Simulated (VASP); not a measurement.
A run of VASP 6.6.1 is set up as follows.

File INCAR:

```
SYSTEM = TaN
PREC = Accurate
ENCUT = 520
EDIFF = 1E-8
ISMEAR = -1
SIGMA = 0.02
LREAL = .False.
LASPH = .True.
NELM = 120
ALGO = Normal
ISIF = 2
LWAVE = .False.
LCHARG = .False.
LEFG = .True.
NBANDS = 16
GGA_COMPAT = .False.
```

KPOINTS

```
Automatic mesh
0
Gamma
  12 12 10
  0 0 0
```

Contents of POSCAR:

```
TaN
1.0
    2.9182801511      0.0000000000      0.0000000000
   -1.4591400756      2.5273047463      0.0000000000
    0.0000000000      0.0000000000      2.8636504237
Ta N
1 1
Direct
    0.3333333333      0.6666666667      0.5000000000
    0.0000000000      0.0000000000      0.0000000000
```

Potentials or basis: VASP PAW LDA potentials, release 64 (Ta_sv_GW, N).

The run is started by

```sh
$ cat potpaw_LDA.64/Ta_sv_GW/POTCAR potpaw_LDA.64/N/POTCAR > POTCAR
$ mpirun -np 1 vasp_std > vasp.out
```

Q: Predict the band gap on the k mesh.

A: Zero (bands 9 and 10 overlap by 0.51 eV).

Q: Estimate the pressure.

A: -3.7 GPa.

Electric field gradients, principal values (V/Å²):
```
atom    least   middle  greatest (by size)
1 Ta  -15.896  -15.896              31.792
 2 N    0.179    0.181              -0.360
```

Caveat: the cell stands under tension; without QUAD_EFG the Cq values of the log hold for a quadrupole moment of 1 mb, not for the nuclei; spin-orbit coupling is left out, which moves the levels of the heavy elements.
